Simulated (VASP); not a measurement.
Set up this calculation in VASP 6.6.1, as the native input.

```
Task                   : single point
Functional             : r2SCAN
Potentials or basis    : VASP PAW PBE potentials, release 64 (Cd, S)
Cutoff                 : 520 eV
k mesh                 : 6 × 6 × 4
Occupations            : gaussian, width 0.01 eV
Spin                   : no spin polarisation
Dipole correction      : no
Further INCAR settings : ALGO = Normal; EDIFF = 1e-06; NBANDS = 26
```

The system is CdS.

```xyz
4
Lattice="4.4085 0.0000 0.0000 -2.2043 3.8179 0.0000 0.0000 0.0000 5.7481" Properties=species:S:1:pos:R:3 pbc="T T T"
Cd    0.0000    2.5453    1.4370
Cd    2.2043    1.2726    4.3111
S     2.2043    1.2726    1.4370
S     0.0000    2.5453    4.3111
```

The input as run:

POSCAR

```
CdS
1.0
    4.4085296226      0.0000000000      0.0000000000
   -2.2042648113      3.8178986465      0.0000000000
    0.0000000000      0.0000000000      5.7481182294
Cd S
2 2
Direct
    0.3333333333      0.6666666667      0.2500000000
    0.6666666667      0.3333333333      0.7500000000
    0.6666666667      0.3333333333      0.2500000000
    0.3333333333      0.6666666667      0.7500000000
```

INCAR.step1

```
ALGO = Normal
EDIFF = 1E-4
ENCUT = 520
GGA = PE
ISMEAR = 0
LASPH = True
LCHARG = False
LREAL = False
LWAVE = True
NBANDS = 26
NELM = 80
PREC = Accurate
SIGMA = 0.01
```

INCAR.step2

```
ALGO = Normal
EDIFF = 1E-6
ENCUT = 520
ISIF = 2
ISMEAR = 0
ISTART = 1
LASPH = True
LCHARG = False
LMIXTAU = True
LREAL = False
LWAVE = False
METAGGA = R2SCAN
NBANDS = 26
NELM = 80
PREC = Accurate
SIGMA = 0.01
```

KPOINTS

```
k-points
0
Gamma
  6 6 4
```

Potentials or basis: VASP PAW PBE potentials, release 64 (Cd, S).

Run with:

```sh
$ cat potpaw_PBE.64/Cd/POTCAR potpaw_PBE.64/S/POTCAR > POTCAR
$ cp INCAR.step1 INCAR
$ mpirun -np 1 vasp_std > vasp.out
$ cp INCAR.step2 INCAR
$ mpirun -np 1 vasp_std > vasp.out
```

It gave:

```yaml
Pressure: 0.4 GPa
Band_gap_on_the_k_mesh: 1.46 eV (least direct gap 1.73 eV)
```

Caveat: the PAW data sets were made with another functional, which shifts forces and pressure a little.

Wall time 3 min on 1 thread of Intel(R) Xeon(R) Platinum 8259CL CPU @ 2.50GHz (Skylake/Cascade Lake) (shared host), peak memory 0.26 GiB.
